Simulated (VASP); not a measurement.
# BaTiO3 (Pm-3m) in VASP: settings compared

The runs below take BaTiO3 through single point, relaxation of cell and atoms, with r2SCAN+U, r2SCAN.

Everything below comes from runs of VASP 6.6.1. Logs are shortened: lines on timing, memory, paths and dates and some standing lists are left out, and cuts for length are marked.

## 1. The cell of the first run

The structure is cubic, space group Pm-3m (No. 221). Conventional cell: a = 3.999 Å, b = 3.999 Å, c = 3.999 Å, α = 90.00°, β = 90.00°, γ = 90.00°. Within 3.7 Å of Ba (site symmetry m-3m) lie 12 O at 2.83 Å and 8 Ti at 3.46 Å. O (site symmetry 4/mmm) has 2 Ti at 2.00 Å within 2.6 Å. Within 2.6 Å of Ti (site symmetry m-3m) lie 6 O at 2.00 Å.

## 2. Single point, r2SCAN+U

The input, POSCAR:

```
BaTiO3
1.0
    3.9986275194      0.0000000000      0.0000000000
    0.0000000000      3.9986275194      0.0000000000
    0.0000000000      0.0000000000      3.9986275194
Ba O Ti
1 3 1
Direct
    0.0000000000      0.0000000000      0.0000000000
    0.5000000000      0.5000000000      0.0000000000
    0.0000000000      0.5000000000      0.5000000000
    0.5000000000      0.0000000000      0.5000000000
    0.5000000000      0.5000000000      0.5000000000
```

The input, INCAR.step1:

```
SYSTEM = BaTiO3
PREC     = Accurate       ! precision mode
ENCUT    = 520            ! plane-wave cutoff, eV
ISMEAR   = -1             ! smearing method
SIGMA    = 0.1            ! smearing width, eV
LREAL    = .FALSE.        ! projectors in reciprocal space
LASPH    = .TRUE.         ! aspherical terms in the spheres
NELM     = 150            ! most SCF steps
LMAXMIX  = 4              ! l up to which the mixer works
LDAU     = .TRUE.         ! DFT+U
LDAUTYPE = 2            
LDAUL    = -1 -1 2        ! shell
LDAUU    = 0 0 2          ! U, eV
LDAUJ    = 0 0 0        
NBANDS   = 28             ! bands
GGA      = PE             ! functional
ALGO     = Normal         ! electronic algorithm
EDIFF    = 1E-4           ! SCF threshold, eV
LWAVE    = .TRUE.         ! write WAVECAR
LCHARG   = .FALSE.        ! write CHGCAR
```

The input, INCAR.step2:

```
SYSTEM = BaTiO3
PREC     = Accurate       ! precision mode
ENCUT    = 520            ! plane-wave cutoff, eV
EDIFF    = 1E-7           ! SCF threshold, eV
ISMEAR   = -1             ! smearing method
SIGMA    = 0.1            ! smearing width, eV
LREAL    = .FALSE.        ! projectors in reciprocal space
LASPH    = .TRUE.         ! aspherical terms in the spheres
NELM     = 150            ! most SCF steps
ALGO     = Normal         ! electronic algorithm
ISIF     = 2              ! what is computed and relaxed
LWAVE    = .FALSE.        ! write WAVECAR
LCHARG   = .TRUE.         ! write CHGCAR
LMAXMIX  = 4              ! l up to which the mixer works
LDAU     = .TRUE.         ! DFT+U
LDAUTYPE = 2            
LDAUL    = -1 -1 2        ! shell
LDAUU    = 0 0 2          ! U, eV
LDAUJ    = 0 0 0        
LDAUPRINT= 1            
METAGGA  = R2SCAN         ! meta-GGA
LMIXTAU  = .TRUE.       
LELF     = .TRUE.         ! ELF
LVHAR    = .TRUE.       
NBANDS   = 28             ! bands
ISTART   = 1
```

The input, KPOINTS:

```
regular mesh
0
G
  5 5 5
  0 0 0
```

Potentials or basis: VASP PAW PBE potentials, release 64 (Ba_sv, O, Ti_sv).

Run with:

```sh
$ cat potpaw_PBE.64/Ba_sv/POTCAR potpaw_PBE.64/O/POTCAR potpaw_PBE.64/Ti_sv/POTCAR > POTCAR
$ cp INCAR.step1 INCAR
$ mpirun -np 1 vasp_std > vasp.out
$ cp INCAR.step2 INCAR
$ mpirun -np 1 vasp_std > vasp.out
```

OUTCAR:

```text
SYSTEM = BaTiO3
   PREC = Accurate
   ENCUT = 520
   EDIFF = 1E-7
   ISMEAR = -1
   LREAL = .FALSE.
   LASPH = .TRUE.
   NELM = 150
   ISIF = 2
   METAGGA = R2SCAN
   ISTART = 1

 ion  position               nearest neighbor table
   1  0.000  0.000  0.000-   2 2.83   3 2.83   4 2.83   3 2.83   4 2.83   2 2.83   3 2.83   3 2.83
                             2 2.83   4 2.83   4 2.83   2 2.83   5 3.46   5 3.46   5 3.46   5 3.46
   2  0.500  0.500  0.000-   5 2.00   5 2.00   1 2.83   1 2.83   1 2.83   1 2.83
   3  0.000  0.500  0.500-   5 2.00   5 2.00   1 2.83   1 2.83   1 2.83   1 2.83
   4  0.500  0.000  0.500-   5 2.00   5 2.00   1 2.83   1 2.83   1 2.83   1 2.83
   5  0.500  0.500  0.500-   2 2.00   3 2.00   4 2.00   2 2.00   4 2.00   3 2.00   1 3.46   1 3.46
                             1 3.46   1 3.46   1 3.46   1 3.46   1 3.46   1 3.46

  LATTYP: Found a simple cubic cell.
 ALAT       =     3.9986275194

  Lattice vectors:

 A1 = (   3.9986275194,   0.0000000000,   0.0000000000)
 A2 = (   0.0000000000,   3.9986275194,   0.0000000000)
 A3 = (   0.0000000000,   0.0000000000,   3.9986275194)

Analysis of symmetry for initial positions (statically):
=====================================================================
 Subroutine PRICEL returns:
 Original cell was already a primitive cell.

 Routine SETGRP: Setting up the symmetry group for a
 simple cubic supercell.

 Subroutine GETGRP returns: Found 48 space group operations
 (whereof 48 operations were pure point group operations)
 out of a pool of 48 trial point group operations.

The static configuration has the point symmetry O_h .

Analysis of symmetry for dynamics (positions and initial velocities):
=====================================================================
 Subroutine PRICEL returns:
 Original cell was already a primitive cell.

 Routine SETGRP: Setting up the symmetry group for a
 simple cubic supercell.

 Subroutine GETGRP returns: Found 48 space group operations
 (whereof 48 operations were pure point group operations)
[... 145 lines left out ...]
  0.0000  0.0000  0.0000 -0.0000  0.2390

spin component  2

  0.1045  0.0000  0.0000 -0.0000  0.0000
  0.0000  0.1045 -0.0000 -0.0000  0.0000
  0.0000 -0.0000  0.2390  0.0000  0.0000
 -0.0000 -0.0000  0.0000  0.1045 -0.0000
  0.0000  0.0000  0.0000 -0.0000  0.2390

 occupancies and eigenvectors

  o =  0.1045  v =  0.0000 -0.2455 -0.0000 -0.9694  0.0000  0.0000  0.0000  0.0000  0.0000  0.0000      0.0000  0.0000  0.0000  0.0000  0.0000  0.0000  0.0000  0.0000  0.0000  0.0000
  o =  0.1045  v =  0.0000  0.0000  0.0000  0.0000  0.0000  0.0000 -0.2455 -0.0000 -0.9694  0.0000      0.0000  0.0000  0.0000  0.0000  0.0000  0.0000  0.0000  0.0000  0.0000  0.0000
  o =  0.1045  v =  0.0000 -0.9694  0.0000  0.2455  0.0000  0.0000  0.0000  0.0000  0.0000  0.0000      0.0000  0.0000  0.0000  0.0000  0.0000  0.0000  0.0000  0.0000  0.0000  0.0000
  o =  0.1045  v =  0.0000  0.0000  0.0000  0.0000  0.0000  0.0000 -0.9694  0.0000  0.2455  0.0000      0.0000  0.0000  0.0000  0.0000  0.0000  0.0000  0.0000  0.0000  0.0000  0.0000
  o =  0.1045  v =  0.0000  0.0000  0.0000  0.0000  0.0000  1.0000  0.0000  0.0000  0.0000  0.0000      0.0000  0.0000  0.0000  0.0000  0.0000  0.0000  0.0000  0.0000  0.0000  0.0000
  o =  0.1045  v =  1.0000  0.0000  0.0000  0.0000  0.0000  0.0000  0.0000  0.0000  0.0000  0.0000      0.0000  0.0000  0.0000  0.0000  0.0000  0.0000  0.0000  0.0000  0.0000  0.0000
  o =  0.2390  v =  0.0000  0.0000  0.0000  0.0000  0.0000  0.0000 -0.0000  0.0040  0.0000 -1.0000      0.0000  0.0000  0.0000  0.0000  0.0000  0.0000  0.0000  0.0000  0.0000  0.0000
  o =  0.2390  v =  0.0000 -0.0000  0.0040  0.0000 -1.0000  0.0000  0.0000  0.0000  0.0000  0.0000      0.0000  0.0000  0.0000  0.0000  0.0000  0.0000  0.0000  0.0000  0.0000  0.0000
  o =  0.2390  v =  0.0000  0.0000  1.0000 -0.0000  0.0040  0.0000  0.0000  0.0000  0.0000  0.0000      0.0000  0.0000  0.0000  0.0000  0.0000  0.0000  0.0000  0.0000  0.0000  0.0000
  o =  0.2390  v =  0.0000  0.0000  0.0000  0.0000  0.0000  0.0000  0.0000  1.0000 -0.0000  0.0040      0.0000  0.0000  0.0000  0.0000  0.0000  0.0000  0.0000  0.0000  0.0000  0.0000

 number of electron      39.9999976 magnetization

 Free energy of the ion-electron system (eV)
  ---------------------------------------------------
  ext. energy  EPLUGINS =         0.00000000
  ---------------------------------------------------
  free energy    TOTEN  =       -72.91420360 eV

  energy without entropy =      -72.91420108  energy(sigma->0) =      -72.91420234

 E-fermi :   4.8291     XC(G=0): -11.9387

 val. band max:        3.5022999768   @ k =   0.4000   0.4000   0.4000
 cond. band min:       6.0154097188   @ k =   0.0000   0.0000   0.0000
 fundamental gap:      2.5131097421
 Fermi energy:         4.8291160251

 k-point     1 :       0.0000    0.0000    0.0000
  band No.  band energies     occupation
      1     -55.7827      2.00000
      2     -30.9161      2.00000
      3     -30.9161      2.00000
      4     -30.9161      2.00000
      5     -21.8446      2.00000
      6     -14.2723      2.00000
[... 299 lines left out ...]
     27      11.7160      0.00000
     28      11.7160      0.00000

------------------------ aborting loop because EDIFF is reached ----------------------------------------

  FORCE on cell =-STRESS in cart. coord.  units (eV):
  Direction    XX          YY          ZZ          XY          YZ          ZX
  --------------------------------------------------------------------------------------
  -------------------------------------------------------------------------------------
  Total        1.1843888      1.1843888      1.1843888      0.0000000     -0.0000000      0.0000000
  in kB       29.6805564     29.6805564     29.6805564      0.0000000     -0.0000000      0.0000000
  external PRESSURE =      29.6805564 kB  Pullay stress =       0.0000000 kB

 VOLUME and BASIS-vectors are now :
 -----------------------------------------------------------------------------
  energy-cutoff  :      520.00
  volume of cell :       63.93
      direct lattice vectors                 reciprocal lattice vectors
     3.998627519  0.000000000  0.000000000     0.250085809  0.000000000  0.000000000
     0.000000000  3.998627519  0.000000000     0.000000000  0.250085809  0.000000000
     0.000000000  0.000000000  3.998627519     0.000000000  0.000000000  0.250085809

 POSITION                                       TOTAL-FORCE (eV/Angst)
 -----------------------------------------------------------------------------------
      0.00000      0.00000      0.00000         0.000000      0.000000      0.000000
      1.99931      1.99931      0.00000         0.000000      0.000000      0.000000
      0.00000      1.99931      1.99931         0.000000      0.000000      0.000000
      1.99931      0.00000      1.99931         0.000000      0.000000      0.000000
      1.99931      1.99931      1.99931         0.000000      0.000000      0.000000
 -----------------------------------------------------------------------------------
    total drift:                                0.000000      0.000000     -0.000000

  FREE ENERGIE OF THE ION-ELECTRON SYSTEM (eV)
  ---------------------------------------------------
  free  energy   TOTEN  =       -72.9142035987 eV

  energy  without entropy=      -72.9142010809  energy(sigma->0) =      -72.91420234
```

Wall time 68 s (1 thread of AMD EPYC 9R45 (Zen 5), shared host); peak memory 0.15 GiB.

Results:

```
Free energy            : -72.9142 eV
Pressure               : 3.0 GPa
Band gap on the k mesh : 2.51 eV (least direct gap 2.57 eV)
```

Eigenvalues of the final occupation matrices:
| site | spin | trace | eigenvalues |
| --- | --- | --- | --- |
| site 5 d | 1 | 0.79 | 0.10 0.10 0.10 0.24 0.24 |
| site 5 d | 2 | 0.79 | 0.10 0.10 0.10 0.24 0.24 |

Caveat: the PAW data sets were made with another functional, which shifts forces and pressure a little; spin-orbit coupling is left out, which moves the levels of the heavy elements; an odd mesh through Γ misses points on the zone boundary, where band edges can lie.

## 3. Single point, r2SCAN, collinear spin, ferromagnetic start

This run uses another cell than the first one, of 12.74 Å³/atom.

Changes to POSCAR since step 2:

```diff
@@ -2,5 +2,5 @@
 1.0
-    3.9986275194      0.0000000000      0.0000000000
-    0.0000000000      3.9986275194      0.0000000000
-    0.0000000000      0.0000000000      3.9986275194
+    3.9939739556      0.0000000000      0.0000000000
+    0.0000000000      3.9939739556      0.0000000000
+    0.0000000000      0.0000000000      3.9939739556
 Ba O Ti
```

The input, INCAR.step1:

```
ALGO = Normal
EDIFF = 1E-4
ENCUT = 520
GGA = PE
ISMEAR = -1
ISPIN = 2
LASPH = True
LCHARG = False
LMAXMIX = 4
LREAL = False
LWAVE = True
MAGMOM = 3 2 2 2 3
NBANDS = 32
NELM = 150
PREC = Accurate
SIGMA = 0.1
```

The input, INCAR.step2:

```
ALGO = Normal
EDIFF = 1E-6
ENCUT = 520
ISIF = 2
ISMEAR = -1
ISPIN = 2
ISTART = 1
LASPH = True
LCHARG = False
LMAXMIX = 4
LMIXTAU = True
LORBIT = 11
LREAL = False
LWAVE = False
MAGMOM = 3 2 2 2 3
METAGGA = R2SCAN
NBANDS = 32
NELM = 150
PREC = Accurate
SIGMA = 0.1
```

The input, KPOINTS:

```
k-points
0
Gamma
  5 5 5
```

Potentials or basis: VASP PAW PBE potentials, release 64 (Ba_sv, O, Ti_sv).

Run with:

```sh
$ cat potpaw_PBE.64/Ba_sv/POTCAR potpaw_PBE.64/O/POTCAR potpaw_PBE.64/Ti_sv/POTCAR > POTCAR
$ cp INCAR.step1 INCAR
$ mpirun -np 1 vasp_std > vasp.out
$ cp INCAR.step2 INCAR
$ mpirun -np 1 vasp_std > vasp.out
```

Run time: 87 s. Hardware: 1 thread of AMD EPYC 9R45 (Zen 5), shared host; peak memory 0.18 GiB.

It converged, with:

- Free energy: -74.2274 eV
- Pressure: 2.0 GPa
- Band gap on the k mesh: 2.27 eV (least direct gap 2.30 eV)
- Net moment: 0.00 μB per cell
- Valence electrons inside the program's atomic spheres: Ba 8.00; O 5.07; Ti 10.11

Levels at points of the mesh, in eV from the valence-band top:
Spin up:
```
           k point  band 18  band 19  band 20  band 21  band 22  band 23
(0.00, 0.00, 0.00)    -0.03    -0.03    -0.03     2.27     2.27     2.27
```
Spin down:
```tsv
k point	band 16	band 17	band 18	band 19	band 20	band 21	band 22	band 23	band 24	band 25
(0.00, 0.00, 0.00)	-1.01	-1.01	-0.03	-0.03	-0.03	2.27	2.27	2.27	4.33	4.33
```

Caveat: the PAW data sets were made with another functional, which shifts forces and pressure a little; spin-orbit coupling is left out, which moves the levels of the heavy elements; an odd mesh through Γ misses points on the zone boundary, where band edges can lie.

## 4. Relaxation of cell and atoms, r2SCAN

This run uses another cell than the first one, of 13.50 Å³/atom.

Changes to POSCAR since step 3:

```diff
@@ -2,5 +2,5 @@
 1.0
-    3.9939739556      0.0000000000      0.0000000000
-    0.0000000000      3.9939739556      0.0000000000
-    0.0000000000      0.0000000000      3.9939739556
+    4.0720311100      0.0000000000      0.0000000000
+    0.0000000000      4.0720311100      0.0000000000
+    0.0000000000      0.0000000000      4.0720311100
 Ba O Ti
```

The input, INCAR.step1:

```
SYSTEM = BaTiO3
PREC = Accurate ; ENCUT = 600
ISMEAR = -1 ; SIGMA = 0.1
LREAL = .FALSE. ; LASPH = .TRUE.
NELM = 60 ; GGA = PE
ALGO = Normal ; EDIFF = 1E-4
LWAVE = .TRUE. ; LCHARG = .FALSE.
```

The input, INCAR.step2:

```
SYSTEM = BaTiO3
PREC = Accurate ; ENCUT = 600
EDIFF = 1E-6 ; ISMEAR = -1
SIGMA = 0.1 ; LREAL = .FALSE.
LASPH = .TRUE. ; NELM = 60
ALGO = Normal ; ISIF = 3
LWAVE = .FALSE. ; LCHARG = .FALSE.
METAGGA = R2SCAN ; LMIXTAU = .TRUE.
IBRION = 2 ; NSW = 60
EDIFFG = -0.01 ; ISTART = 1
```

The input, KPOINTS:

```
Automatic mesh
0
G
  5 5 5
  0 0 0
```

Run with:

```sh
$ cat potpaw_PBE.64/Ba_sv/POTCAR potpaw_PBE.64/O/POTCAR potpaw_PBE.64/Ti_sv/POTCAR > POTCAR
$ cp INCAR.step1 INCAR
$ mpirun -np 1 vasp_std > vasp.out
$ cp INCAR.step2 INCAR
$ mpirun -np 1 vasp_std > vasp.out
```

Wall time 3.1 min (1 thread of AMD EPYC 9R45 (Zen 5), shared host); peak memory 0.21 GiB.

It converged, with:

| Quantity | Value |
| --- | --- |
| Free energy | -74.2475 eV |
| Relaxed volume | 12.88 Å³/atom |
| Relaxed cell | a = 4.008 Å, b = 4.008 Å, c = 4.008 Å, α = 90.00°, β = 90.00°, γ = 90.00° |
| Space group after relaxing (to 0.1 Å) | Pm-3m (No. 221) |
| Energy gained by relaxing | 16.0 meV/atom |
| Ionic steps | 3 |
| Pressure after relaxing | -0.1 GPa |
| Band gap on the k mesh | 2.24 eV (least direct gap 2.28 eV) |

Step by step:
```
step  energy change (eV)  largest force (eV/Å)  pressure (GPa)  volume (Å³)
   1              0.0000                0.0000           -7.73        67.52
   2              0.0057                0.0000            9.55        61.35
   3             -0.0799                0.0000           -0.06        64.38
```

Final structure:
```cif
data_structure
_symmetry_space_group_name_H-M 'P 1'
_symmetry_Int_Tables_number 1
_cell_length_a 4.0078
_cell_length_b 4.0078
_cell_length_c 4.0078
_cell_angle_alpha 90.000
_cell_angle_beta 90.000
_cell_angle_gamma 90.000
_cell_volume 64.38
loop_
_atom_site_label
_atom_site_type_symbol
_atom_site_fract_x
_atom_site_fract_y
_atom_site_fract_z
_atom_site_occupancy
Ba1 Ba 0.00000 0.00000 0.00000 1
O1 O 0.50000 0.50000 0.00000 1
O2 O 0.00000 0.50000 0.50000 1
O3 O 0.50000 0.00000 0.50000 1
Ti1 Ti 0.50000 0.50000 0.50000 1
```

Levels at points of the mesh, in eV from the valence-band top:
| k point | band 18 | band 19 | band 20 | band 21 | band 22 | band 23 |
| --- | --- | --- | --- | --- | --- | --- |
| (0.00, 0.00, 0.00) | -0.04 | -0.04 | -0.04 | 2.24 | 2.24 | 2.24 |

Caveat: the PAW data sets were made with another functional, which shifts forces and pressure a little; spin-orbit coupling is left out, which moves the levels of the heavy elements; an odd mesh through Γ misses points on the zone boundary, where band edges can lie.

## 5. The runs side by side

```tsv
task	level	spin	U	cell	cutoff (eV)	gap on the mesh (eV)	pressure (GPa)
single point	r2SCAN+U	off	Ti d U = 2.0 eV	a = 3.999 Å, 5 atoms	520	2.51	3.0
single point	r2SCAN	collinear, ferromagnetic start	-	a = 3.994 Å, 5 atoms	520	2.27	2.0
relaxation of cell and atoms	r2SCAN	off	-	relaxed from a = 4.072 Å, 5 atoms	600	2.24	-0.1
```

Alike in all rows: potentials or basis VASP PAW PBE potentials, release 64 (Ba_sv, O, Ti_sv); k mesh 5 × 5 × 5; smearing fermi-dirac 0.1 eV.

Caveats: the PAW data sets were made with another functional, which shifts forces and pressure a little; spin-orbit coupling is left out, which moves the levels of the heavy elements; an odd mesh through Γ misses points on the zone boundary, where band edges can lie.

Absolute energies hang on the potentials; compare differences alone.
